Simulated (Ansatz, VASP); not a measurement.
## One calculation of BeB12, two programs

```
CELL_PARAMETERS angstrom
4.92642 0.00000 0.00000
0.00000 4.92642 0.00000
0.00000 0.00000 4.92642
ATOMIC_POSITIONS crystal
Be 0.50000 0.50000 0.50000
B 0.24895 0.50000 0.00000
B 0.75105 0.50000 0.00000
B 0.00000 0.24895 0.50000
B 0.00000 0.75105 0.50000
B 0.50000 0.00000 0.24895
B 0.50000 0.00000 0.75105
B 0.50000 0.24895 0.00000
B 0.50000 0.75105 0.00000
B 0.24895 0.00000 0.50000
B 0.75105 0.00000 0.50000
B 0.00000 0.50000 0.75105
B 0.00000 0.50000 0.24895
```

Alike in both runs: task relaxation of cell and atoms; functional PBE; k mesh 8 × 8 × 8; occupations gaussian, width 0.1 eV; no spin polarisation.

|  | VASP | Ansatz |
| --- | --- | --- |
| version | VASP 6.6.1 | Ansatz 0.2.0 |
| potentials or method | VASP PAW PBE potentials, release 64 (Be, B), cutoff 600 eV | scalar-relativistic, plane waves, PAW |
| valence electrons in the cell | 38 | 38 |

|  | VASP | Ansatz | Ansatz less VASP |
| --- | --- | --- | --- |
| gap on the k mesh at the Fermi level, each at its own relaxed structure (eV) | none | none | - |
| relaxed volume (Å³/atom) | 9.16 | 9.16 | -0.003 |
| relaxed cell length with the largest relative difference (Å) | 4.920 | 4.919 | -0.0005 |

A gap of «none» marks a metal or a gap that the smearing closes.
